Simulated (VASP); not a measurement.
The system is B2Sb3Os.

```
B Sb Os
1.0
     4.79474    0.00000    0.00000
     0.00000    4.79474    0.00000
     0.00000    0.00000    4.54631
B Sb Os
2 3 1
Direct
  0.50000 0.50000 0.00000
  0.00000 0.00000 0.00000
  0.00000 0.50000 0.00000
  0.50000 0.00000 0.00000
  0.50000 0.50000 0.50000
  0.00000 0.00000 0.50000
```

The cell was generated, and may not be a known phase.

- Program: VASP 6.6.1
- Task: relaxation of cell and atoms
- Functional: PBE
- Potentials or basis: VASP PAW PBE potentials, release 64 (B, Sb, Os)
- Cutoff: 600 eV
- k mesh: 8 × 8 × 8
- Occupations: gaussian, width 0.1 eV
- Spin: no spin polarisation

At the start: pressure 0.2 GPa; volume 17.42 Å³/atom.

Task: How do energy, volume and symmetry change on relaxing?

Result: Over 5 steps the energy falls by 12.4 meV/atom and the volume is 17.64 Å³/atom (+1.3 %); space group P4/mmm (No. 123, to 0.1 Å) before and after.

Step by step:
```tsv
step	energy change (eV)	largest force (eV/Å)	pressure (GPa)	volume (Å³)
1	0.0000	0.0000	0.22	104.52
2	-0.0710	0.0000	1.00	104.82
3	-0.0712	0.0000	1.07	104.83
4	-0.0724	0.0000	-0.83	106.66
5	-0.0745	0.0000	0.00	105.84
```

Final structure:
```
B Sb Os
1.0
     4.88546    0.00000    0.00000
     0.00000    4.88546    0.00000
     0.00000    0.00000    4.43435
B Sb Os
2 3 1
Direct
  0.50000 0.50000 0.00000
  0.00000 0.00000 0.00000
  0.00000 0.50000 0.00000
  0.50000 0.00000 0.00000
  0.50000 0.50000 0.50000
  0.00000 0.00000 0.50000
```
